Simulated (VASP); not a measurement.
# SrMg (P4/mmm) in VASP: notebook

SrMg is run at these levels: LDA; tasks: single point.

All numbers are computed with VASP 6.6.1; they aren't measurements. Logs are shortened: lines on timing, memory, paths and dates and some standing lists are left out, and cuts for length are marked.

## Step 1: The cell of the first run

Symmetry: P4/mmm, No. 123, tetragonal system. Conventional cell: a = 3.783 Å, b = 3.783 Å, c = 4.017 Å, α = 90.00°, β = 90.00°, γ = 90.00°. Within 4.4 Å of Sr (site symmetry 4/mmm) lie 8 Mg at 3.35 Å and 6 Sr at 3.78 to 4.02 Å. Within 4.4 Å of Mg (site symmetry 4/mmm) lie 8 Sr at 3.35 Å and 6 Mg at 3.78 to 4.02 Å.

## Step 2: Single point, LDA (strain -0.030 along x and y, +0.030 along z)

The input, INCAR:

```
SYSTEM = SrMg
ALGO     = Fast           ! electronic algorithm
EDIFF    = 1E-6           ! SCF threshold, eV
ENCUT    = 520            ! plane-wave cutoff, eV
GGA      = CA             ! functional
ISIF     = 2              ! what is computed and relaxed
ISMEAR   = 0              ! smearing method
LASPH    = .TRUE.         ! aspherical terms in the spheres
LCHARG   = .FALSE.        ! write CHGCAR
LREAL    = .FALSE.        ! projectors in reciprocal space
LWAVE    = .FALSE.        ! write WAVECAR
NBANDS   = 13             ! bands
NELM     = 100            ! most SCF steps
PREC     = Accurate       ! precision mode
SIGMA    = 0.15           ! smearing width, eV
```

The input, KPOINTS:

```
k-points
0
G
  12 12 12
  0 0 0
```

The input, POSCAR:

```
SrMg
1.0
    3.7830000000      0.0000000000      0.0000000000
    0.0000000000      3.7830000000      0.0000000000
    0.0000000000      0.0000000000      4.0170000000
Sr Mg
1 1
Direct
    0.5000000000      0.5000000000      0.5000000000
    0.0000000000      0.0000000000      0.0000000000
```

Potentials or basis: VASP PAW LDA potentials, release 64 (Sr_sv, Mg).

Launch:

```console
cat potpaw_LDA.64/Sr_sv/POTCAR potpaw_LDA.64/Mg/POTCAR > POTCAR
mpirun -np 1 vasp_std > vasp.out
```

OUTCAR:

```text
SYSTEM = SrMg
   EDIFF = 1E-6
   ENCUT = 520
   GGA = CA
   ISIF = 2
   ISMEAR = 0
   LASPH = .TRUE.
   LREAL = .FALSE.
   NELM = 100
   PREC = Accurate

 ion  position               nearest neighbor table
   1  0.500  0.500  0.500-   2 3.35   2 3.35   2 3.35   2 3.35   2 3.35   2 3.35   2 3.35   2 3.35

   2  0.000  0.000  0.000-   1 3.35   1 3.35   1 3.35   1 3.35   1 3.35   1 3.35   1 3.35   1 3.35

  LATTYP: Found a simple tetragonal cell.
 ALAT       =     3.7830000000
 C/A-ratio  =     1.0618556701

  Lattice vectors:

 A1 = (   3.7830000000,   0.0000000000,   0.0000000000)
 A2 = (   0.0000000000,   3.7830000000,   0.0000000000)
 A3 = (   0.0000000000,   0.0000000000,   4.0170000000)

Analysis of symmetry for initial positions (statically):
=====================================================================
 Subroutine PRICEL returns:
 Original cell was already a primitive cell.

 Routine SETGRP: Setting up the symmetry group for a
 simple tetragonal supercell.

 Subroutine GETGRP returns: Found 16 space group operations
 (whereof 16 operations were pure point group operations)
 out of a pool of 16 trial point group operations.

The static configuration has the point symmetry D_4h.

Analysis of symmetry for dynamics (positions and initial velocities):
=====================================================================
 Subroutine PRICEL returns:
 Original cell was already a primitive cell.

 Routine SETGRP: Setting up the symmetry group for a
 simple tetragonal supercell.

 Subroutine GETGRP returns: Found 16 space group operations
 (whereof 16 operations were pure point group operations)
 out of a pool of 16 trial point group operations.

The dynamic configuration has the point symmetry D_4h.

 Subroutine INISYM returns: Found 16 space group operations
 (whereof 16 operations are pure point group operations),
 and found     1 'primitive' translations

----------------------------------------------------------------------------------------

                                     Primitive cell

  volume of cell :      57.4876

  direct lattice vectors                    reciprocal lattice vectors
     3.783000000  0.000000000  0.000000000     0.264340471  0.000000000  0.000000000
     0.000000000  3.783000000  0.000000000     0.000000000  0.264340471  0.000000000
     0.000000000  0.000000000  4.017000000     0.000000000  0.000000000  0.248941997

  length of vectors
     3.783000000  3.783000000  4.017000000     0.264340471  0.264340471  0.248941997

[... 92 lines left out ...]
   NUPDOWN=      -1.0000    fix difference up-down
   EMIN   =  10.00;   EMAX   =-10.00  energy-range for DOS
   EFERMI =   0.00;   METHOD = LEGACY
   ISMEAR =     0;   SIGMA  =   0.15  broadening in eV -4-tet -1-fermi 0-gaus
   EFERMI_NEDOS =   21; number of points for ismear=-14 and -15
   IALGO  =     68    algorithm
   IMIX   =      4    mixing-type and parameters
     AMIX     =   0.40;   BMIX     =  1.00
     AMIX_MAG =   1.60;   BMIX_MAG =  1.00
  volume/ion in A,a.u.               =      28.74       193.97
  Fermi-wavevector in a.u.,A,eV,Ry     =   0.971129  1.835168 12.831548  0.943092
  Thomas-Fermi vector in A             =   2.101321
   LORBIT       =      0    0 simple, 1 ext, 2 COOP (PROOUT), +10 PAW based schemes
   GGA     = CA    functional components
   LHFCALC =     F    Hartree Fock is set to
   AEXX    =    0.0000 exact exchange contribution
   IVDW    =     0    specifies the selected vdW correction
   LEPSILON=     F    determine dielectric tensor
   LRPA    =     F    only Hartree local field effects (RPA)
 non-spin polarized calculation
 RMM-DIIS sequential band-by-band and
 Gauss-broadening in eV      SIGMA  =   0.15
  energy-cutoff  :      520.00
  volume of cell :       57.49
 maximum number of plane-waves:      1572
   NGX = 15   NGY = 15   NGZ = 15

 number of electron      11.9999999 magnetization

 Free energy of the ion-electron system (eV)
  ---------------------------------------------------
  ext. energy  EPLUGINS =         0.00000000
  ---------------------------------------------------
  free energy    TOTEN  =        -3.79911912 eV

  energy without entropy =       -3.78464366  energy(sigma->0) =       -3.79188139

 E-fermi :   2.7518     XC(G=0):  -8.9675

 val. band max:        2.7287751745   @ k =   0.1667   0.1667   0.2500
 cond. band min:       2.7532808477   @ k =   0.3333   0.2500   0.3333
 fundamental gap:      0.0245056732
 Fermi energy:         2.7518004979

 k-point     1 :       0.0000    0.0000    0.0000
  band No.  band energies     occupation
      1     -32.5894      2.00000
      2     -14.6722      2.00000
      3     -14.6124      2.00000
      4     -14.6124      2.00000
      5      -2.5671      2.00000
      6       3.2239      0.00001
      7       3.4033      0.00000
      8       6.6700      0.00000
      9       7.7122      0.00000
     10       7.7122      0.00000
     11       7.7954      0.00000
     12       7.7954      0.00000
     13       8.2350      0.00000
[... 354 lines left out ...]
  band No.  band energies     occupation
      1     -32.5463      2.00000
      2     -14.9378      2.00000
      3     -14.8598      2.00000
      4     -14.6051      2.00000
      5       0.2178      2.00000
      6       1.9854      2.00000
      7       3.3790      0.00000
      8       4.6810      0.00000
      9       5.3571      0.00000
     10       6.0156      0.00000
     11       8.8482      0.00000
     12       9.2597      0.00000
     13      10.1033      0.00000

 [... further k-points ...]

------------------------ aborting loop because EDIFF is reached ----------------------------------------

  FORCE on cell =-STRESS in cart. coord.  units (eV):
  Direction    XX          YY          ZZ          XY          YZ          ZX
  --------------------------------------------------------------------------------------
  -------------------------------------------------------------------------------------
  Total        1.6731683      1.6731683      1.4412315      0.0000000      0.0000000      0.0000000
  in kB       46.6311037     46.6311037     40.1670390      0.0000000      0.0000000      0.0000000
  external PRESSURE =      44.4764155 kB  Pullay stress =       0.0000000 kB

 VOLUME and BASIS-vectors are now :
 -----------------------------------------------------------------------------
  energy-cutoff  :      520.00
  volume of cell :       57.49
      direct lattice vectors                 reciprocal lattice vectors
     3.783000000  0.000000000  0.000000000     0.264340471  0.000000000  0.000000000
     0.000000000  3.783000000  0.000000000     0.000000000  0.264340471  0.000000000
     0.000000000  0.000000000  4.017000000     0.000000000  0.000000000  0.248941997

 POSITION                                       TOTAL-FORCE (eV/Angst)
 -----------------------------------------------------------------------------------
      1.89150      1.89150      2.00850         0.000000      0.000000      0.000000
      0.00000      0.00000      0.00000         0.000000      0.000000      0.000000
 -----------------------------------------------------------------------------------
    total drift:                                0.000000      0.000000      0.000000

  FREE ENERGIE OF THE ION-ELECTRON SYSTEM (eV)
  ---------------------------------------------------
  free  energy   TOTEN  =        -3.7991191214 eV

  energy  without entropy=       -3.7846436592  energy(sigma->0) =       -3.79188139
```

Wall time 55 s (1 thread of AMD EPYC 9R45 (Zen 5), shared host); peak memory 0.25 GiB.

Results:

```
Free energy            : -3.7991 eV
Pressure               : 4.4 GPa
Band gap on the k mesh : zero (bands 6 and 7 overlap by 1.45 eV)
```

Caveat: the cell differs from its parent crystal (strain -0.030 along x and y, +0.030 along z); the cell stands under pressure.

## Step 3: Single point, LDA (strain +0.000 along x and y, -0.030 along z)

The input, INCAR:

```
SYSTEM = SrMg
PREC = Accurate
ENCUT = 520
EDIFF = 1E-6
ISMEAR = 0
SIGMA = 0.15
LREAL = .FALSE.
LASPH = .TRUE.
NELM = 80
ALGO = Fast
ISIF = 2
LWAVE = .FALSE.
LCHARG = .FALSE.
GGA = CA
NBANDS = 13
```

The input, KPOINTS:

```
regular mesh
0
G
  12 12 12
  0 0 0
```

The input, POSCAR:

```
SrMg
1.0
    3.9000000000      0.0000000000      0.0000000000
    0.0000000000      3.9000000000      0.0000000000
    0.0000000000      0.0000000000      3.7830000000
Sr Mg
1 1
Direct
    0.5000000000      0.5000000000      0.5000000000
    0.0000000000      0.0000000000      0.0000000000
```

Potentials or basis: VASP PAW LDA potentials, release 64 (Sr_sv, Mg).

Launch:

```console
cat potpaw_LDA.64/Sr_sv/POTCAR potpaw_LDA.64/Mg/POTCAR > POTCAR
mpirun -np 1 vasp_std > vasp.out
```

OUTCAR:

```text
SYSTEM = SrMg
   PREC = Accurate
   ENCUT = 520
   EDIFF = 1E-6
   ISMEAR = 0
   LREAL = .FALSE.
   LASPH = .TRUE.
   NELM = 80
   ISIF = 2
   GGA = CA

 ion  position               nearest neighbor table
   1  0.500  0.500  0.500-   2 3.34   2 3.34   2 3.34   2 3.34   2 3.34   2 3.34   2 3.34   2 3.34

   2  0.000  0.000  0.000-   1 3.34   1 3.34   1 3.34   1 3.34   1 3.34   1 3.34   1 3.34   1 3.34

  LATTYP: Found a simple tetragonal cell.
 ALAT       =     3.9000000000
 C/A-ratio  =     0.9700000000

  Lattice vectors:

 A1 = (   3.9000000000,   0.0000000000,   0.0000000000)
 A2 = (   0.0000000000,   3.9000000000,   0.0000000000)
 A3 = (   0.0000000000,   0.0000000000,   3.7830000000)

Analysis of symmetry for initial positions (statically):
=====================================================================
 Subroutine PRICEL returns:
 Original cell was already a primitive cell.

 Routine SETGRP: Setting up the symmetry group for a
 simple tetragonal supercell.

 Subroutine GETGRP returns: Found 16 space group operations
 (whereof 16 operations were pure point group operations)
 out of a pool of 16 trial point group operations.

The static configuration has the point symmetry D_4h.

[... 178 lines left out ...]
      8       7.1624      0.00000
      9       7.1624      0.00000
     10       7.7109      0.00000
     11       7.7633      0.00000
     12       8.0057      0.00000
     13       8.0057      0.00000
[... 354 lines left out ...]
  band No.  band energies     occupation
      1     -32.5586      2.00000
      2     -14.9014      2.00000
      3     -14.8397      2.00000
      4     -14.5684      2.00000
      5       0.0253      2.00000
      6       1.8211      2.00000
      7       3.1535      0.00011
      8       4.3541      0.00000
      9       6.0345      0.00000
     10       6.5682      0.00000
     11       8.8277      0.00000
     12       9.0862      0.00000
     13      10.8222      0.00000

 [... further k-points ...]

------------------------ aborting loop because EDIFF is reached ----------------------------------------

  FORCE on cell =-STRESS in cart. coord.  units (eV):
  Direction    XX          YY          ZZ          XY          YZ          ZX
  --------------------------------------------------------------------------------------
  -------------------------------------------------------------------------------------
  Total        1.5427869      1.5427869      1.6745484      0.0000000      0.0000000      0.0000000
  in kB       42.9586830     42.9586830     46.6275646      0.0000000      0.0000000      0.0000000
  external PRESSURE =      44.1816435 kB  Pullay stress =       0.0000000 kB

 VOLUME and BASIS-vectors are now :
 -----------------------------------------------------------------------------
  energy-cutoff  :      520.00
  volume of cell :       57.54
      direct lattice vectors                 reciprocal lattice vectors
     3.900000000  0.000000000  0.000000000     0.256410256  0.000000000  0.000000000
     0.000000000  3.900000000  0.000000000     0.000000000  0.256410256  0.000000000
     0.000000000  0.000000000  3.783000000     0.000000000  0.000000000  0.264340471

 POSITION                                       TOTAL-FORCE (eV/Angst)
 -----------------------------------------------------------------------------------
      1.95000      1.95000      1.89150         0.000000      0.000000      0.000000
      0.00000      0.00000      0.00000         0.000000      0.000000      0.000000
 -----------------------------------------------------------------------------------
    total drift:                                0.000000      0.000000      0.000000

  FREE ENERGIE OF THE ION-ELECTRON SYSTEM (eV)
  ---------------------------------------------------
  free  energy   TOTEN  =        -3.8037935632 eV

  energy  without entropy=       -3.7886278239  energy(sigma->0) =       -3.79621069
```

stdout:

```text
POSCAR found type information on POSCAR SrMg
 POSCAR found :  2 types and       2 ions
 scaLAPACK will be used
 LDA part: xc-table for (Slater(with rela. corr.)+CA(PZ))
 , standard interpolation
 POSCAR, INCAR and KPOINTS ok, starting setup
 FFT: planning ... GRIDC
 FFT: planning ... GRID_SOFT
 FFT: planning ... GRID
 WAVECAR not read
 entering main loop
WARNING in EDDRMM: call to ZHEGV failed, returncode =   6  3     10
WARNING in EDDRMM: call to ZHEGV failed, returncode =   8  4     12
WARNING in EDDRMM: call to ZHEGV failed, returncode =   6  3      5
WARNING in EDDRMM: call to ZHEGV failed, returncode =   6  3     13
WARNING in EDDRMM: call to ZHEGV failed, returncode =   6  3      5
```

It took 58 s on 1 thread of AMD EPYC 9R45 (Zen 5), shared host; peak memory 0.25 GiB.

What came out:

```yaml
Free_energy: -3.8038 eV
Pressure: 4.4 GPa
Band_gap_on_the_k_mesh: zero (bands 6 and 7 overlap by 1.43 eV)
```

Caveat: the cell differs from its parent crystal (strain +0.000 along x and y, -0.030 along z); the cell stands under pressure.

## Step 4: Single point, LDA (strain -0.015 along x and y, +0.000 along z)

The input, INCAR:

```
  ALGO = Fast
  EDIFF = 1E-6
  ENCUT = 520
  GGA = CA
  ISIF = 2
  ISMEAR = 0
  LASPH = True
  LCHARG = False
  LREAL = False
  LWAVE = False
  NBANDS = 13
  NELM = 100
  PREC = Accurate
  SIGMA = 0.15
```

The input, KPOINTS:

```
k-points
0
Gamma
  12 12 12
```

The input, POSCAR:

```
SrMg
1.0
    3.8415000000      0.0000000000      0.0000000000
    0.0000000000      3.8415000000      0.0000000000
    0.0000000000      0.0000000000      3.9000000000
Sr Mg
1 1
Direct
    0.5000000000      0.5000000000      0.5000000000
    0.0000000000      0.0000000000      0.0000000000
```

Launch:

```console
cat potpaw_LDA.64/Sr_sv/POTCAR potpaw_LDA.64/Mg/POTCAR > POTCAR
mpirun -np 1 vasp_std > vasp.out
```

Run time: 60 s. Hardware: 1 thread of AMD EPYC 9R45 (Zen 5), shared host; peak memory 0.25 GiB.

The run converged. Its results:

```yaml
Free_energy: -3.8051 eV
Pressure: 4.4 GPa
Band_gap_on_the_k_mesh: zero (bands 6 and 7 overlap by 1.44 eV)
```

Stress tensor (GPa, compression positive):
```
4.46 0.00 0.00
0.00 4.46 0.00
0.00 0.00 4.31
```

Levels at points of the mesh, in eV from the Fermi level:
```
           k point  band 3  band 4  band 5  band 6  band 7  band 8  band 9  band 10
(0.00, 0.00, 0.00)  -17.37  -17.37   -5.31    0.56    0.60    4.42    4.69     4.69
(0.50, 0.00, 0.00)  -17.36  -17.34   -2.56   -2.47    1.63    2.25    2.46     5.40
(0.50, 0.50, 0.00)  -17.67  -17.32   -2.43    0.32    0.32    0.41    3.19     3.19
(0.00, 0.00, 0.50)  -17.35  -17.35   -2.65   -2.51    1.58    2.45    2.45     5.44
(0.50, 0.00, 0.50)  -17.65  -17.31   -2.48    0.24    0.30    0.36    3.31     3.37
(0.50, 0.50, 0.50)  -17.63  -17.60   -0.89   -0.86   -0.86    1.24    4.01     4.08
```

Caveat: the cell differs from its parent crystal (strain -0.015 along x and y, +0.000 along z); the cell stands under pressure.

(Continued in part 2 of 2.)

The gap in the log of VASP goes by the Fermi energy; the results here count the filled bands.